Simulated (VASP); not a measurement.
# C in VASP: single point with PBE+D3(BJ)

Aim: the single point of C with PBE+D3(BJ).

Program: VASP 6.6.1. These are calculated values, not measurements. Logs are shortened: lines on timing, memory, paths and dates and some standing lists are left out, and cuts for length are marked.

## (1) The cell of the first run

The cell holds a slab with vacuum, 4 atoms: a = 2.466 Å, b = 2.466 Å, c = 17.500 Å, α = 90.00°, β = 90.00°, γ = 120.00°.

## (2) Single point, PBE+D3(BJ)

INCAR

```
SYSTEM = C
PREC = Accurate
ENCUT = 520
EDIFF = 1E-6
ISMEAR = 0
SIGMA = 0.1
LREAL = .False.
LASPH = .True.
NELM = 80
ALGO = Normal
ISIF = 2
LWAVE = .False.
LCHARG = .True.
LDIPOL = .True.
IDIPOL = 3
DIPOL = 0.5 0.5 0.360
GGA = PE
IVDW = 12
LELF = .True.
LVHAR = .True.
LVACPOTAV = .True.
NBANDS = 16
```

KPOINTS

```
Automatic mesh
0
Gamma
  15 15 1
  0 0 0
```

POSCAR

```
C
1.0
    2.4657005716      0.0000000000      0.0000000000
   -1.2328502858      2.1353593332      0.0000000000
    0.0000000000      0.0000000000     17.5000000000
C
4
Direct
    0.3333333333      0.6666666667      0.2571428571
    0.6666666667      0.3333333333      0.2571428571
    0.3333333333      0.6666666667      0.4634285714
    0.6666666667      0.3333333333      0.4634285714
```

Potentials or basis: VASP PAW PBE potentials, release 64 (C).

On the command line:

```
$ cat potpaw_PBE.64/C/POTCAR > POTCAR
$ mpirun -np 1 vasp_std > vasp.out
```

OUTCAR:

```text
SYSTEM = C
   PREC = Accurate
   ENCUT = 520
   EDIFF = 1E-6
   ISMEAR = 0
   LREAL = .False.
   LASPH = .True.
   NELM = 80
   ISIF = 2
   GGA = PE
   IVDW = 12
 IVDW          = 12

 ion  position               nearest neighbor table
   1  0.333  0.667  0.257-   2 1.42   2 1.42   2 1.42
   2  0.667  0.333  0.257-   1 1.42   1 1.42   1 1.42
   3  0.333  0.667  0.463-   4 1.42   4 1.42   4 1.42
   4  0.667  0.333  0.463-   3 1.42   3 1.42   3 1.42

  LATTYP: Found a hexagonal cell.
 ALAT       =     2.4657005716
 C/A-ratio  =     7.0973743534

  Lattice vectors:

 A1 = (   2.4657005716,   0.0000000000,   0.0000000000)
 A2 = (  -1.2328502858,   2.1353593332,   0.0000000000)
 A3 = (   0.0000000000,   0.0000000000,  17.5000000000)

Analysis of symmetry for initial positions (statically):
=====================================================================
 Subroutine PRICEL returns:
 Original cell was already a primitive cell.

 Routine SETGRP: Setting up the symmetry group for a
 hexagonal supercell.

 Subroutine GETGRP returns: Found 24 space group operations
 (whereof 12 operations were pure point group operations)
 out of a pool of 24 trial point group operations.

The static configuration has the point symmetry C_6v.
 The point group associated with its full space group is D_6h.

Analysis of symmetry for dynamics (positions and initial velocities):
=====================================================================
 Subroutine PRICEL returns:
 Original cell was already a primitive cell.

 Routine SETGRP: Setting up the symmetry group for a
 hexagonal supercell.

 Subroutine GETGRP returns: Found 24 space group operations
 (whereof 12 operations were pure point group operations)
 out of a pool of 24 trial point group operations.

The dynamic configuration has the point symmetry C_6v.
 The point group associated with its full space group is D_6h.

 Subroutine INISYM returns: Found 24 space group operations
 (whereof 12 operations are pure point group operations),
 and found     1 'primitive' translations

----------------------------------------------------------------------------------------

                                     Primitive cell

  volume of cell :      92.1402

  direct lattice vectors                    reciprocal lattice vectors
     2.465700572  0.000000000  0.000000000     0.405564249  0.234152628  0.000000000
    -1.232850286  2.135359333  0.000000000     0.000000000  0.468305256  0.000000000
     0.000000000  0.000000000 17.500000000     0.000000000  0.000000000  0.057142857

  length of vectors
     2.465700572  2.465700572 17.500000000     0.468305256  0.468305256  0.057142857

  position of ions in fractional coordinates (direct lattice)
     0.333333333  0.666666667  0.257142857
     0.666666667  0.333333333  0.257142857
     0.333333333  0.666666667  0.463428571
     0.666666667  0.333333333  0.463428571

  ion indices of the primitive-cell ions
   primitive index   ion index
                 1           1
                 2           2
                 3           3
                 4           4

----------------------------------------------------------------------------------------

 KPOINTS: Automatic mesh

Automatic generation of k-mesh.
 Grid dimensions read from file:
 generate k-points for:   15   15    1

 Generating k-lattice:

  Cartesian coordinates                     Fractional coordinates (reciprocal lattice)
     0.027037617  0.015610175  0.000000000     0.066666667  0.000000000  0.000000000
     0.000000000  0.031220350  0.000000000     0.000000000  0.066666667  0.000000000
     0.000000000  0.000000000  0.057142857     0.000000000  0.000000000  1.000000000

  Length of vectors
     0.031220350  0.031220350  0.057142857

  Shift w.r.t. Gamma in fractional coordinates (k-lattice)
     0.000000000  0.000000000  0.000000000

 Subroutine IBZKPT returns following result:
 ===========================================

 Found     27 irreducible k-points:

 Following reciprocal coordinates:
            Coordinates               Weight
  0.000000  0.000000  0.000000      1.000000
  0.066667  0.000000  0.000000      6.000000
  0.133333  0.000000  0.000000      6.000000
  0.200000  0.000000  0.000000      6.000000
  0.266667  0.000000  0.000000      6.000000
  0.333333  0.000000  0.000000      6.000000
[... 16 lines left out ...]
  0.333333  0.200000  0.000000     12.000000
  0.400000  0.200000  0.000000      6.000000
 [... further k-points ...]
   k-points           NKPTS =     27   k-points in BZ     NKDIM =     27   number of bands    NBANDS=     16
   number of dos      NEDOS =    301   number of ions     NIONS =      4
   total plane-waves  NPLWV =  45360
   dimension x,y,z NGX =    18 NGY =   18 NGZ =  140
   dimension x,y,z NGXF=    36 NGYF=   36 NGZF=  280
   ions per type =               4
   NGX,Y,Z   is equivalent  to a cutoff of  12.14, 12.14, 13.30 a.u.
   NGXF,Y,Z  is equivalent  to a cutoff of  24.27, 24.27, 26.60 a.u.
 SYSTEM =  C
   PREC   = accura    normal or accurate (medium, high low for compatibility)
   ISTART =      0    job   : 0-new  1-cont  2-samecut
   ICHARG =      2    charge: 1-file 2-atom 10-const
   ISPIN  =      1    spin polarized calculation?
   LNONCOLLINEAR =      F non collinear calculations
   LSORBIT =      F    spin-orbit coupling
   LASPH  =      T    aspherical Exc in radial PAW
   ENCUT  =  520.0 eV  38.22 Ry    6.18 a.u.   4.58  4.58 32.54*2*pi/ulx,y,z
   NELM   =     80;   NELMIN=  2; NELMDL= -5     # of ELM steps
   EDIFF  = 0.1E-05   stopping-criterion for ELM
   LREAL  =      F    real-space projection
[... 7 lines left out ...]
   TEBEG  =    0.0;   TEEND  =   0.0 temperature during run
   PSTRESS=    0.0 pullay stress
   NELECT =      16.0000    total number of electrons
   NUPDOWN=      -1.0000    fix difference up-down
   EMIN   =  10.00;   EMAX   =-10.00  energy-range for DOS
   EFERMI =   0.00;   METHOD = LEGACY
   ISMEAR =     0;   SIGMA  =   0.10  broadening in eV -4-tet -1-fermi 0-gaus
   EFERMI_NEDOS =   21; number of points for ismear=-14 and -15
   IALGO  =     38    algorithm
   IMIX   =      4    mixing-type and parameters
     AMIX     =   0.40;   BMIX     =  1.00
     AMIX_MAG =   1.60;   BMIX_MAG =  1.00
  volume/ion in A,a.u.               =      23.04       155.45
  Fermi-wavevector in a.u.,A,eV,Ry     =   0.913338  1.725959 11.349803  0.834187
  Thomas-Fermi vector in A             =   2.037838
   LORBIT       =      0    0 simple, 1 ext, 2 COOP (PROOUT), +10 PAW based schemes
   GGA     = PE    functional components
   LHFCALC =     F    Hartree Fock is set to
   AEXX    =    0.0000 exact exchange contribution
   IVDW    =    12    specifies the selected vdW correction
   LEPSILON=     F    determine dielectric tensor
   LRPA    =     F    only Hartree local field effects (RPA)
 non-spin polarized calculation
 Gauss-broadening in eV      SIGMA  =   0.10
  energy-cutoff  :      520.00
  volume of cell :       92.14
 maximum number of plane-waves:      2521
   NGX =  9   NGY =  9   NGZ = 65

 dipolmoment           0.000000      0.000000      0.000237 electrons x Angstroem

 number of electron      15.9999997 magnetization

 dipolmoment           0.000000      0.000000     -0.000002 electrons x Angstroem

 Free energy of the ion-electron system (eV)
  ---------------------------------------------------
  ext. energy  EPLUGINS =         0.00000000
  ---------------------------------------------------
  free energy    TOTEN  =       -36.88289853 eV

  energy without entropy =      -36.88287897  energy(sigma->0) =      -36.88288875

 E-fermi :  -0.8214     XC(G=0):  -4.4763

 val. band max:       -1.0365738306   @ k =   0.3333   0.3333   0.0000
 cond. band min:      -0.6061937343   @ k =   0.3333   0.3333   0.0000
 fundamental gap:      0.4303800963
 Fermi energy:        -0.8213837920

 k-point     1 :       0.0000    0.0000    0.0000
  band No.  band energies     occupation
      1     -20.3850      2.00000
      2     -20.3012      2.00000
      3      -8.7688      2.00000
      4      -8.1022      2.00000
      5      -3.8651      2.00000
      6      -3.8651      2.00000
[... 8 lines left out ...]
     15       7.4784      0.00000
     16       7.5052      0.00000

 k-point     2 :       0.0667    0.0000    0.0000
  band No.  band energies     occupation
      1     -20.2796      2.00000
      2     -20.1964      2.00000
      3      -8.6421      2.00000
      4      -7.9783      2.00000
      5      -4.2906      2.00000
      6      -4.2802      2.00000
[... 8 lines left out ...]
     15       7.5570      0.00000
     16       7.9294      0.00000

 k-point     3 :       0.1333    0.0000    0.0000
  band No.  band energies     occupation
      1     -19.9643      2.00000
      2     -19.8828      2.00000
      3      -8.2640      2.00000
      4      -7.6086      2.00000
      5      -5.4208      2.00000
      6      -5.4054      2.00000
[... 8 lines left out ...]
     15       7.5806      0.00000
     16       8.8399      0.00000

 k-point     4 :       0.2000    0.0000    0.0000
  band No.  band energies     occupation
      1     -19.4413      2.00000
      2     -19.3626      2.00000
      3      -7.6413      2.00000
      4      -7.0009      2.00000
      5      -6.9707      2.00000
      6      -6.9483      2.00000
[... 8 lines left out ...]
     15       7.4629      0.00000
     16       7.6401      0.00000

 k-point     5 :       0.2667    0.0000    0.0000
  band No.  band energies     occupation
      1     -18.7149      2.00000
      2     -18.6400      2.00000
      3      -8.7051      2.00000
      4      -8.6760      2.00000
      5      -6.7882      2.00000
      6      -6.1698      2.00000
[... 8 lines left out ...]
     15       7.1749      0.00000
     16       7.6804      0.00000

 k-point     6 :       0.3333    0.0000    0.0000
  band No.  band energies     occupation
      1     -17.7929      2.00000
      2     -17.7226      2.00000
      3     -10.4720      2.00000
      4     -10.4357      2.00000
      5      -6.6105      2.00000
      6      -6.5978      2.00000
[... 8 lines left out ...]
     15       7.4832      0.00000
     16       8.8188      0.00000
[... 267 lines left out ...]
 k-point    21 :       0.2000    0.2000    0.0000
  band No.  band energies     occupation
      1     -17.5918      2.00000
      2     -17.5225      2.00000
      3      -9.7788      2.00000
      4      -9.7465      2.00000
      5      -8.2981      2.00000
      6      -8.2739      2.00000
[... 8 lines left out ...]
     15       9.5663      0.00000
     16       9.9314      0.00000

 k-point    22 :       0.2667    0.2000    0.0000
  band No.  band energies     occupation
      1     -16.5944      2.00000
      2     -16.5298      2.00000
      3     -11.0632      2.00000
      4     -11.0252      2.00000
      5      -9.1180      2.00000
      6      -9.0908      2.00000
[... 8 lines left out ...]
     15      10.1108      0.00000
     16      10.2907      0.00000

 k-point    23 :       0.3333    0.2000    0.0000
  band No.  band energies     occupation
      1     -15.4486      2.00000
      2     -15.3893      2.00000
      3     -12.4893      2.00000
      4     -12.4450      2.00000
      5      -9.5449      2.00000
      6      -9.5166      2.00000
[... 8 lines left out ...]
     15      10.1614      0.00000
     16      11.0317      0.00000

 k-point    24 :       0.4000    0.2000    0.0000
  band No.  band energies     occupation
      1     -14.5205      2.00000
      2     -14.4642      2.00000
      3     -13.5267      2.00000
      4     -13.4791      2.00000
      5      -9.6778      2.00000
      6      -9.6491      2.00000
[... 8 lines left out ...]
     15      10.9414      0.00000
     16      11.2429      0.00000

 [... further k-points ...]

------------------------ aborting loop because EDIFF is reached ----------------------------------------

 Edisp (eV)   -0.45599

 E8    (eV) :    -0.1354

  FORCE on cell =-STRESS in cart. coord.  units (eV):
  Direction    XX          YY          ZZ          XY          YZ          ZX
  --------------------------------------------------------------------------------------
  -------------------------------------------------------------------------------------
  Total       0.10987     0.10987    -0.06152     0.00000     0.00000     0.00000
  in kB       1.91053     1.91053    -1.06975     0.00000     0.00000     0.00000
  external pressure =        0.92 kB  Pullay stress =        0.00 kB

 VOLUME and BASIS-vectors are now :
 -----------------------------------------------------------------------------
  energy-cutoff  :      520.00
  volume of cell :       92.14
      direct lattice vectors                 reciprocal lattice vectors
     2.465700572  0.000000000  0.000000000     0.405564249  0.234152628  0.000000000
    -1.232850286  2.135359333  0.000000000     0.000000000  0.468305256  0.000000000
     0.000000000  0.000000000 17.500000000     0.000000000  0.000000000  0.057142857

 POSITION                                       TOTAL-FORCE (eV/Angst)
 -----------------------------------------------------------------------------------
     -0.00000      1.42357      4.50000         0.000000      0.000000      0.004947
      1.23285      0.71179      4.50000        -0.000000     -0.000000      0.004947
     -0.00000      1.42357      8.11000         0.000000      0.000000     -0.004947
      1.23285      0.71179      8.11000        -0.000000     -0.000000     -0.004947
 -----------------------------------------------------------------------------------
    total drift:                               -0.000000     -0.000000     -0.000090

  FREE ENERGIE OF THE ION-ELECTRON SYSTEM (eV)
  ---------------------------------------------------
  free  energy   TOTEN  =       -37.3388896907 eV

  energy  without entropy=      -37.3388701358  energy(sigma->0) =      -37.33887991

 vacuum level on the upper side and lower side of the slab         3.439         3.439
```

Run time: 30 s. Hardware: 1 thread of Intel Xeon Platinum 8488C (Sapphire Rapids), shared host; peak memory 0.2 GiB.

What came out:

- Free energy: -37.3389 eV
- Largest force: 0.005 eV/Å
- Band gap on the k mesh: 0.43 eV, direct
- Dispersion energy per atom: -0.114 eV

Forces on the atoms (eV/Å):
```
C    0.000  0.000  0.005
C    0.000  0.000  0.005
C    0.000  0.000 -0.005
C    0.000  0.000 -0.005
```

Levels at points of the mesh, in eV from the valence-band top:
| k point | band 5 | band 6 | band 7 | band 8 | band 9 | band 10 | band 11 | band 12 |
| --- | --- | --- | --- | --- | --- | --- | --- | --- |
| (0.00, 0.00, 0.00) | -2.83 | -2.83 | -2.82 | -2.82 | 3.56 | 4.05 | 4.93 | 6.52 |
